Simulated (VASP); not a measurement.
# Fe3Co2 (P-3m1) in VASP: a series of runs, part 2 of 2

VASP 6.6.1. The steps go on from the part before.

**3. Single point, PBE, collinear spin, ferrimagnetic start**

This run uses another cell than the first one, of 10.98 Å³/atom.

The input, INCAR:

```
SYSTEM = Fe3Co2
PREC = Accurate
ENCUT = 520
EDIFF = 1E-6
ISMEAR = 0
SIGMA = 0.1
LREAL = .False.
LASPH = .True.
NELM = 150
ALGO = Normal
ISIF = 2
LWAVE = .False.
LCHARG = .False.
ISPIN = 2
MAGMOM = 4 -4 -4 4 4 -4 3 -3 3 3
LORBIT = 11
LMAXMIX = 4
GGA = PE
NBANDS = 57
```

The input, KPOINTS:

```
regular mesh
0
Gamma
  6 6 1
  0 0 0
```

The input, POSCAR:

```
Fe3Co2
1.0
    2.5236462700      0.0000000000      0.0000000000
   -1.2618231300      2.1855417800      0.0000000000
    0.0000000000      0.0000000000     19.9131034000
Fe Co
6 4
Direct
    0.3333333300      0.6666666700      0.9500000000
    0.3333333300      0.6666666700      0.3500000000
    0.3333333300      0.6666666700      0.5500000000
    0.6666666700      0.3333333300      0.6500000000
    0.6666666700      0.3333333300      0.0500000000
    0.6666666700      0.3333333300      0.4500000000
    0.3333333300      0.6666666700      0.7500000000
    0.3333333300      0.6666666700      0.1500000000
    0.6666666700      0.3333333300      0.8500000000
    0.6666666700      0.3333333300      0.2500000000
```

Potentials or basis: VASP PAW PBE potentials, release 64 (Fe, Co).

The run is started by

```console
cat potpaw_PBE.64/Fe/POTCAR potpaw_PBE.64/Co/POTCAR > POTCAR
mpirun -np 1 vasp_std > vasp.out
```

OUTCAR:

```text
SYSTEM = Fe3Co2
   PREC = Accurate
   ENCUT = 520
   EDIFF = 1E-6
   ISMEAR = 0
   LREAL = .False.
   LASPH = .True.
   NELM = 150
   ISIF = 2
   ISPIN = 2
   LORBIT = 11
   GGA = PE

 ion  position               nearest neighbor table
   1  0.333  0.667  0.950-   5 2.47   9 2.47   5 2.47   9 2.47   5 2.47   9 2.47
   2  0.333  0.667  0.350-   6 2.47  10 2.47   6 2.47  10 2.47   6 2.47  10 2.47
   3  0.333  0.667  0.550-   6 2.47   4 2.47   6 2.47   4 2.47   6 2.47   4 2.47
   4  0.667  0.333  0.650-   3 2.47   7 2.47   3 2.47   7 2.47   3 2.47   7 2.47
   5  0.667  0.333  0.050-   1 2.47   8 2.47   1 2.47   8 2.47   1 2.47   8 2.47
   6  0.667  0.333  0.450-   3 2.47   2 2.47   3 2.47   2 2.47   3 2.47   2 2.47
   7  0.333  0.667  0.750-   4 2.47   9 2.47   4 2.47   9 2.47   4 2.47   9 2.47
   8  0.333  0.667  0.150-   5 2.47  10 2.47   5 2.47  10 2.47   5 2.47  10 2.47
   9  0.667  0.333  0.850-   1 2.47   7 2.47   1 2.47   7 2.47   1 2.47   7 2.47
  10  0.667  0.333  0.250-   2 2.47   8 2.47   2 2.47   8 2.47   2 2.47   8 2.47

  LATTYP: Found a hexagonal cell.
 ALAT       =     2.5236462700
 C/A-ratio  =     7.8906079813

  Lattice vectors:

 A1 = (   2.5236462700,   0.0000000000,   0.0000000000)
 A2 = (  -1.2618231300,   2.1855417800,   0.0000000000)
 A3 = (   0.0000000000,   0.0000000000,  19.9131034000)

Analysis of symmetry for initial positions (statically):
=====================================================================
 Subroutine PRICEL returns:
 Original cell was already a primitive cell.

 Routine SETGRP: Setting up the symmetry group for a
 hexagonal supercell.

 Subroutine GETGRP returns: Found 12 space group operations
 (whereof 12 operations were pure point group operations)
 out of a pool of 24 trial point group operations.

The static configuration has the point symmetry D_3d.

Analysis of symmetry for dynamics (positions and initial velocities):
=====================================================================
 Subroutine PRICEL returns:
 Original cell was already a primitive cell.

 Routine SETGRP: Setting up the symmetry group for a
 hexagonal supercell.

 Subroutine GETGRP returns: Found 12 space group operations
 (whereof 12 operations were pure point group operations)
 out of a pool of 24 trial point group operations.

The dynamic configuration has the point symmetry D_3d.

Analysis of structural, dynamic, and magnetic symmetry:
=====================================================================
 Subroutine PRICEL returns:
 Original cell was already a primitive cell.

 Routine SETGRP: Setting up the symmetry group for a
 hexagonal supercell.

 Subroutine GETGRP returns: Found  6 space group operations
 (whereof  6 operations were pure point group operations)
 out of a pool of 24 trial point group operations.

The overall configuration has the point symmetry C_3v.

 Subroutine INISYM returns: Found  6 space group operations
 (whereof  6 operations are pure point group operations),
 and found     1 'primitive' translations

----------------------------------------------------------------------------------------

                                     Primitive cell

  volume of cell :     109.8314

  direct lattice vectors                    reciprocal lattice vectors
     2.523646270  0.000000000  0.000000000     0.396252047  0.228776225  0.000000000
    -1.261823130  2.185541780  0.000000000     0.000000000  0.457552452  0.000000000
[... 105 lines left out ...]
  Fermi-wavevector in a.u.,A,eV,Ry     =   1.497129  2.829163 30.496013  2.241394
  Thomas-Fermi vector in A             =   2.609056
   LORBIT       =     11    0 simple, 1 ext, 2 COOP (PROOUT), +10 PAW based schemes
   GGA     = PE    functional components
   LHFCALC =     F    Hartree Fock is set to
   AEXX    =    0.0000 exact exchange contribution
   IVDW    =     0    specifies the selected vdW correction
   LEPSILON=     F    determine dielectric tensor
   LRPA    =     F    only Hartree local field effects (RPA)
 spin polarized calculation
 Gauss-broadening in eV      SIGMA  =   0.10
  energy-cutoff  :      520.00
  volume of cell :      109.83
 maximum number of plane-waves:      3003
 NGX is ok and might be reduce to    20
   NGX =  9   NGY =  9   NGZ = 75

 number of electron      84.0000012 magnetization       3.6272393

 Free energy of the ion-electron system (eV)
  ---------------------------------------------------
  ext. energy  EPLUGINS =         0.00000000
  ---------------------------------------------------
  free energy    TOTEN  =       -76.21149072 eV

  energy without entropy =      -76.12241981  energy(sigma->0) =      -76.16695526

 E-fermi :   7.7318     XC(G=0): -13.3154

 val. band max:        7.7205931565   @ k =   0.0000   0.0000   0.0000
 cond. band min:       7.7437426893   @ k =   0.3333   0.1667   0.0000
 fundamental gap:      0.0231495328
 Fermi energy:         7.7318001522

 spin component 1

 k-point     1 :       0.0000    0.0000    0.0000
  band No.  band energies     occupation
      1      -0.9532      1.00000
      2      -0.5590      1.00000
      3      -0.4514      1.00000
      4       0.6367      1.00000
      5       0.6643      1.00000
      6       2.0953      1.00000
[... 388 lines left out ...]
     53      13.1199      0.00000
     54      13.1243      0.00000
 Fermi energy:         7.7318001522

 spin component 2

 k-point     1 :       0.0000    0.0000    0.0000
  band No.  band energies     occupation
      1      -0.9316      1.00000
      2      -0.5608      1.00000
      3      -0.4569      1.00000
      4       0.6569      1.00000
      5       0.6678      1.00000
      6       2.1601      1.00000
[... 388 lines left out ...]
     53      13.4062      0.00000
     54      13.4642      0.00000
 [bands above 54 left out]

------------------------ aborting loop because EDIFF is reached ----------------------------------------

  FORCE on cell =-STRESS in cart. coord.  units (eV):
  Direction    XX          YY          ZZ          XY          YZ          ZX
  --------------------------------------------------------------------------------------
  -------------------------------------------------------------------------------------
  Total       -0.4849300     -0.4849300      7.1185561     -0.0000000      0.0000000      0.0000000
  in kB       -7.0739680     -7.0739680    103.8426954     -0.0000000      0.0000000      0.0000000
  external PRESSURE =      29.8982531 kB  Pullay stress =       0.0000000 kB

 VOLUME and BASIS-vectors are now :
 -----------------------------------------------------------------------------
  energy-cutoff  :      520.00
  volume of cell :      109.83
      direct lattice vectors                 reciprocal lattice vectors
     2.523646270  0.000000000  0.000000000     0.396252047  0.228776225  0.000000000
    -1.261823130  2.185541780  0.000000000     0.000000000  0.457552452  0.000000000
     0.000000000  0.000000000 19.913103400     0.000000000  0.000000000  0.050218189

 POSITION                                       TOTAL-FORCE (eV/Angst)
 -----------------------------------------------------------------------------------
     -0.00000      1.45703     18.91745         0.000000      0.000000     -0.499200
     -0.00000      1.45703      6.96959         0.000000     -0.000000     -0.889221
     -0.00000      1.45703     10.95221         0.000000      0.000000      0.962956
      1.26182      0.72851     12.94352         0.000000     -0.000000     -0.414604
      1.26182      0.72851      0.99566        -0.000000      0.000000      0.916308
      1.26182      0.72851      8.96090        -0.000000      0.000000      0.168754
     -0.00000      1.45703     14.93483         0.000000     -0.000000      0.107045
     -0.00000      1.45703      2.98697        -0.000000      0.000000     -0.014037
      1.26182      0.72851     16.92614        -0.000000     -0.000000     -0.378917
      1.26182      0.72851      4.97828        -0.000000     -0.000000      0.040914
 -----------------------------------------------------------------------------------
    total drift:                                0.000000     -0.000000      0.000742

  FREE ENERGIE OF THE ION-ELECTRON SYSTEM (eV)
  ---------------------------------------------------
  free  energy   TOTEN  =       -76.2114907187 eV

  energy  without entropy=      -76.1224198104  energy(sigma->0) =      -76.16695526

 total charge

# of ion       s       p       d       tot
------------------------------------------
    1        0.505   0.554   6.263   7.322
    2        0.503   0.552   6.265   7.320
    3        0.509   0.558   6.277   7.345
    4        0.502   0.549   6.265   7.316
    5        0.504   0.554   6.264   7.322
    6        0.509   0.567   6.268   7.343
    7        0.489   0.513   7.274   8.276
    8        0.490   0.508   7.283   8.281
    9        0.489   0.517   7.272   8.278
   10        0.490   0.507   7.282   8.280
--------------------------------------------------
tot          4.990   5.379  66.714  77.082

 magnetization (x)

# of ion       s       p       d       tot
------------------------------------------
    1       -0.015  -0.042   2.503   2.447
    2        0.011   0.033  -2.318  -2.274
    3        0.002   0.010  -1.518  -1.506
    4        0.000  -0.019   1.699   1.681
    5       -0.012  -0.037   2.419   2.371
    6        0.013   0.043  -2.281  -2.226
    7       -0.014  -0.051   1.566   1.500
    8       -0.008  -0.018   1.232   1.206
    9       -0.020  -0.053   1.674   1.601
   10        0.007   0.017  -1.162  -1.137
--------------------------------------------------
tot         -0.036  -0.116   3.816   3.663
```

Run time: 5.1 min. Hardware: 1 thread of Intel Xeon 6975P-C (Granite Rapids), shared host; peak memory 0.3 GiB.

What came out:

```yaml
Free_energy: -76.2115 eV
Pressure: 3.0 GPa
Largest_force: 0.963 eV/Å
Net_moment: 3.63 μB per cell
Site_moments: Fe +2.45, -2.27, -1.51, +1.68, +2.37, -2.23; Co +1.50, +1.21, +1.60, -1.14 μB
Valence_electrons_inside_the_program's_atomic_spheres: Fe 7.32, 7.34 (each value once); Co 8.28
```

Forces on the atoms (eV/Å):
```
Fe   0.000  0.000 -0.499
Fe   0.000  0.000 -0.889
Fe   0.000  0.000  0.963
Fe   0.000  0.000 -0.415
Fe   0.000  0.000  0.916
Fe   0.000  0.000  0.169
Co   0.000  0.000  0.107
Co   0.000  0.000 -0.014
Co   0.000  0.000 -0.379
Co   0.000  0.000  0.041
```

Levels at points of the mesh, in eV from the Fermi level:
Spin up:
| k point | band 42 | band 43 | band 44 | band 45 | band 46 | band 47 | band 48 | band 49 |
| --- | --- | --- | --- | --- | --- | --- | --- | --- |
| (0.00, 0.00, 0.00) | -0.61 | -0.44 | -0.44 | -0.34 | -0.34 | -0.34 | -0.27 | -0.27 |
| (0.50, 0.00, 0.00) | 0.12 | 0.62 | 0.70 | 1.00 | 1.05 | 1.34 | 1.34 | 1.44 |
Spin down:
| k point | band 37 | band 38 | band 39 | band 40 | band 41 | band 42 | band 43 | band 44 | band 45 | band 46 |
| --- | --- | --- | --- | --- | --- | --- | --- | --- | --- | --- |
| (0.00, 0.00, 0.00) | -0.62 | -0.52 | -0.43 | -0.43 | -0.29 | -0.29 | -0.24 | -0.21 | -0.21 | -0.01 |
| (0.50, 0.00, 0.00) | 0.08 | 0.12 | 0.22 | 0.79 | 0.80 | 0.95 | 1.08 | 1.19 | 1.29 | 1.38 |

Caveat: the k points lie up to 0.48 Å⁻¹ apart.

**4. Relaxation of cell and atoms, PBE, collinear spin, ferrimagnetic start**

This run uses another cell than the first one, of 10.98 Å³/atom.

The input, INCAR:

```
SYSTEM = Fe3Co2
ALGO = Fast
EDIFF = 1E-7
EDIFFG = -0.04
ENCUT = 600
GGA = PE
IBRION = 2
ISIF = 3
ISMEAR = 0
ISPIN = 2
LASPH = .True.
LCHARG = .False.
LMAXMIX = 4
LORBIT = 11
LREAL = .False.
LWAVE = .False.
MAGMOM = 4 -4 -4 4 4 -4 3 -3 3 3
NELM = 150
NSW = 90
PREC = Accurate
SIGMA = 0.1
```

The input, KPOINTS:

```
k-points
0
Gamma
  6 6 1
  0 0 0
```

POSCAR is that of step 3.

The run is started by

```console
cat potpaw_PBE.64/Fe/POTCAR potpaw_PBE.64/Co/POTCAR > POTCAR
mpirun -np 1 vasp_std > vasp.out
```

Wall time 55 min (1 thread of Intel Xeon 6975P-C (Granite Rapids), shared host); peak memory 0.34 GiB.

The run converged. Its results:

```
Free energy                                           : -76.6656 eV
Relaxed volume                                        : 10.97 Å³/atom
Relaxed cell                                          : a = 2.478 Å, b = 2.478 Å, c = 20.619 Å, α = 90.00°, β = 90.00°, γ = 120.00°
Space group after relaxing (to 0.1 Å)                 : P3m1 (No. 156)
Energy gained by relaxing                             : 31.0 meV/atom
Ionic steps                                           : 18
Pressure after relaxing                               : -0.1 GPa
Largest force after relaxing                          : 0.028 eV/Å
Net moment                                            : 2.58 μB per cell
Site moments                                          : Fe +2.37, -2.31, -0.00, +1.53, +2.13, -1.54; Co +1.52, -1.13, +1.64, -1.62 μB
Valence electrons inside the program's atomic spheres : Fe 7.24, 7.25, 7.48, 7.38, 7.28, 7.37; Co 8.28, 8.32, 8.27 (each value once)
```

Forces in eV/Å, atoms in the order of the input:
```
Fe   0.000  0.000  0.022
Fe   0.000  0.000 -0.028
Fe   0.000  0.000 -0.011
Fe   0.000  0.000  0.012
Fe   0.000  0.000 -0.024
Fe   0.000  0.000  0.014
Co   0.000  0.000  0.007
Co   0.000  0.000  0.021
Co   0.000  0.000 -0.019
Co   0.000  0.000  0.005
```

The path:
| step | energy change (eV) | largest force (eV/Å) | pressure (GPa) | volume (Å³) |
| --- | --- | --- | --- | --- |
| 1 | 0.0000 | 1.1101 | -3.46 | 109.83 |
| 2 | -0.1762 | 0.5230 | 3.57 | 106.07 |
| 3 | -0.1763 | 0.5013 | 3.82 | 105.95 |
| 4 | -0.2732 | 0.2912 | 1.45 | 108.35 |
| 5 | -0.2757 | 0.2901 | 1.07 | 108.66 |
| 6 | -0.2744 | 0.3116 | 0.44 | 109.30 |
| 7 | -0.2762 | 0.2903 | 0.84 | 108.88 |
| 8 | -0.2895 | 0.1984 | -0.64 | 109.90 |
| 9 | -0.2897 | 0.1870 | -0.80 | 110.03 |
| 10 | -0.2968 | 0.1566 | 0.00 | 109.53 |
| 11 | -0.2975 | 0.1938 | 0.35 | 109.34 |
| 12 | -0.3032 | 0.1224 | 0.19 | 109.46 |
| 13 | -0.3048 | 0.1300 | 0.04 | 109.58 |
| 14 | -0.3078 | 0.1117 | -0.13 | 109.70 |
| 15 | -0.3087 | 0.0949 | -0.31 | 109.82 |
| 16 | -0.3099 | 0.0461 | 0.40 | 109.37 |
| 17 | -0.3099 | 0.0512 | 0.27 | 109.45 |
| 18 | -0.3103 | 0.0281 | -0.07 | 109.69 |

Final structure:
```yaml
crystal:
  lattice:
    - [2.47846, 0.00000, 0.00000]
    - [-1.23923, 2.14641, 0.00000]
    - [0.00000, 0.00000, 20.61872]
  atoms:
    - { symbol: Fe, position: [0.33333, 0.66667, 0.94748] }
    - { symbol: Fe, position: [0.33333, 0.66667, 0.35254] }
    - { symbol: Fe, position: [0.33333, 0.66667, 0.55131] }
    - { symbol: Fe, position: [0.66667, 0.33333, 0.64565] }
    - { symbol: Fe, position: [0.66667, 0.33333, 0.05329] }
    - { symbol: Fe, position: [0.66667, 0.33333, 0.45683] }
    - { symbol: Co, position: [0.33333, 0.66667, 0.74695] }
    - { symbol: Co, position: [0.33333, 0.66667, 0.15264] }
    - { symbol: Co, position: [0.66667, 0.33333, 0.84427] }
    - { symbol: Co, position: [0.66667, 0.33333, 0.24903] }
```

Levels at points of the mesh, in eV from the Fermi level:
Spin up:
```
           k point  band 40  band 41  band 42  band 43  band 44  band 45  band 46  band 47  band 48  band 49
(0.00, 0.00, 0.00)    -0.97    -0.97    -0.78    -0.78    -0.72    -0.72    -0.50    -0.50    -0.14    -0.11
(0.50, 0.00, 0.00)     0.31     0.35     0.58     0.67     0.81     0.92     0.97     1.18     1.30     1.38
```
Spin down:
```
           k point  band 38  band 39  band 40  band 41  band 42  band 43  band 44  band 45
(0.00, 0.00, 0.00)    -0.86    -0.86    -0.72    -0.72    -0.50    -0.50    -0.15    -0.15
(0.50, 0.00, 0.00)     0.28     0.34     0.71     0.80     0.83     0.94     1.22     1.33
```

Caveat: the k points lie up to 0.49 Å⁻¹ apart in the final cell.

**5. The runs side by side**

```csv
task,cell,cutoff (eV),gap on the mesh (eV),pressure (GPa),moment (μB),largest force (eV/Å)
single point,"a = 2.482, b = 2.482, c = 19.929 Å, angles 90.0, 90.0, 120.0°, 10 atoms, atomic positions A",520,none,1.8,3.67,0.98
single point,"a = 2.524, b = 2.524, c = 19.913 Å, angles 90.0, 90.0, 120.0°, 10 atoms, atomic positions B",520,none,3.0,3.63,0.96
relaxation of cell and atoms,"relaxed from a = 2.524, b = 2.524, c = 19.913 Å, angles 90.0, 90.0, 120.0°, 10 atoms, atomic positions B",600,none,-0.1,2.58,0.03
```

Alike in all rows: level PBE; potentials or basis VASP PAW PBE potentials, release 64 (Fe, Co); spin collinear, ferrimagnetic start; k mesh 6 × 6 × 1; smearing gaussian 0.1 eV.

Caveats: all runs use coarse meshes.

Total energies depend on the potentials used, so only differences within one code and one set of settings carry meaning.

The gap in the log of VASP goes by the Fermi energy; the results here count the filled bands.